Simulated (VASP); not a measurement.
Set up this calculation in VASP 6.6.1, as the native input.

* Task: single point
* Functional: PBE
* Dispersion: D3(BJ)
* Potentials or basis: VASP PAW PBE potentials, release 64 (Li_sv)
* Cutoff: 520 eV
* k mesh: 18 × 18 × 18
* Occupations: gaussian, width 0.15 eV
* Spin: no spin polarisation
* Dipole correction: no
* Further INCAR settings: ALGO = Normal; EDIFF = 1e-06; NBANDS = 8

The structure of Li lies in POSCAR:

```
Li
1.0
    0.0000000000      2.4222000000      2.2020000000
    2.2020000000      0.0000000000      2.2020000000
    2.2020000000      2.4222000000      0.0000000000
Li
1
Direct
    0.0000000000      0.0000000000      0.0000000000
```

This cell differs from its parent crystal: strain +0.1000 x Voigt [0, 1, 0, 0, 0, 0].

One way to write it, as run:

INCAR

```
  PREC = Accurate
  ENCUT = 520
  EDIFF = 1E-6
  ISMEAR = 0
  SIGMA = 0.15
  LREAL = F
  LASPH = T
  NELM = 60
  ALGO = Normal
  ISIF = 2
  LWAVE = F
  LCHARG = F
  GGA = PE
  IVDW = 12
  NBANDS = 8
```

KPOINTS

```
regular mesh
0
Gamma
  18 18 18
```

Potentials or basis: VASP PAW PBE potentials, release 64 (Li_sv).

Command:

```console
$ cat potpaw_PBE.64/Li_sv/POTCAR > POTCAR
$ mpirun -np 1 vasp_std > vasp.out
```

Results of the run:

| Item | Value |
| --- | --- |
| Dispersion energy per atom | -0.146 eV |

Caveat: the cell differs from its parent crystal (strain +0.1000 x Voigt [0, 1, 0, 0, 0, 0]).

Wall time 36 s on 1 thread of AMD EPYC 9R14 (Zen 4), with other jobs on the host, peak memory 0.16 GiB.
